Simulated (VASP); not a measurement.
Input of a VASP 6.6.1 run:

The input INCAR:

```
ALGO = All
EDIFF = 1E-6
ENCUT = 800
GGA = PE
GGA_COMPAT = False
ISEARCH = 1
ISIF = 2
ISMEAR = 0
KPAR = 4
LASPH = True
LCHARG = False
LREAL = False
LWAVE = False
NBANDS = 38
NELM = 300
PREC = Accurate
SIGMA = 0.1
```

The input KPOINTS:

```
k-points
0
Gamma
  4 4 4
```

Contents of POSCAR:

```
TlO7
1.0
    6.9739612527      0.0000000000      0.0000000000
    0.0000000000      6.9739612527      0.0000000000
    0.0000000000      0.0000000000      6.9739612527
Tl O
1 7
Direct
    0.5000000000      0.5000000000      0.5000000000
    0.0884897911      0.5000000000      0.5000000000
    0.9115102089      0.5000000000      0.5000000000
    0.5000000000      0.0884897911      0.5000000000
    0.5000000000      0.9115102089      0.5000000000
    0.5000000000      0.5000000000      0.0884897911
    0.5000000000      0.5000000000      0.9115102089
    0.0000000000      0.0000000000      0.0000000000
```

Potentials or basis: VASP PAW PBE potentials, release 64 (Tl_d, O).

Launch:

```console
$ cat potpaw_PBE.64/Tl_d/POTCAR potpaw_PBE.64/O/POTCAR > POTCAR
$ mpirun -np 4 vasp_std > vasp.out
```

(1) Estimate the largest force.

(2) Estimate the pressure.

(3) Predict the band gap on the k mesh.

Results:

(1) 0.963 eV/Å.

(2) 0.6 GPa.

(3) zero (an odd number of electrons rules out a gap without spin polarisation).

Caveat: the standard files for N, O and F lose accuracy on very short bonds; spin-orbit coupling is left out, which moves the levels of the heavy elements; an odd number of electrons without spin polarisation forces a metal; a magnetic or distorted state may lie lower.
